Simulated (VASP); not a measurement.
**Ge: single point with revPBE**

Crystal: Ge.

```
Ge
1.0
    -2.67191    2.67481    1.47729
     2.67481   -2.67191    1.47729
     2.68716    2.68716   -1.47199
Ge
2
Cartesian
  0.0157 5.3615 0.0053
  0.0079 2.6822 0.7413
```

```json
{
 "Program": "VASP 6.6.1",
 "Task": "single point",
 "Functional": "revPBE",
 "Potentials or basis": "VASP PAW PBE potentials, release 64 (Ge_d)",
 "Cutoff": "520 eV",
 "k mesh": "14 × 14 × 10",
 "Occupations": "fermi-dirac, width 0.1 eV",
 "Spin": "no spin polarisation",
 "Dipole correction": "no",
 "Further INCAR settings": "ALGO = Normal; EDIFF = 1e-06; NBANDS = 21"
}
```

The pressure is -4.3 GPa. The band gap on the k mesh is zero (bands 14 and 15 overlap by 4.41 eV).

Stress tensor (GPa, compression positive):
```
-4.47 -0.31 -0.03
-0.31 -4.47 -0.03
-0.03 -0.03 -3.98
```

Levels at points of the mesh, in eV from the Fermi level:
```csv
k point,band 12,band 13,band 14,band 15,band 16,band 17
"(0.00, 0.00, 0.00)",-4.28,-1.93,-1.84,3.63,6.87,6.90
"(0.50, 0.00, 0.00)",-5.96,-2.65,-1.61,-1.13,2.66,3.21
"(0.50, 0.50, 0.00)",-9.69,0.71,0.72,1.72,1.72,6.48
"(0.00, 0.00, 0.50)",-9.72,0.77,0.77,1.81,1.81,6.53
"(0.50, 0.00, 0.50)",-5.96,-2.66,-1.62,-1.15,2.65,3.16
"(0.50, 0.50, 0.50)",-8.37,-5.03,-5.03,5.34,5.34,9.75
```

Wall time 3.2 min on 1 thread of AMD EPYC 9R45 96-Core Processor (Zen 5), with other jobs on the host, peak memory 0.43 GiB.

Caveat: the cell stands under tension; the PAW data sets were made with another functional, which shifts forces and pressure a little.
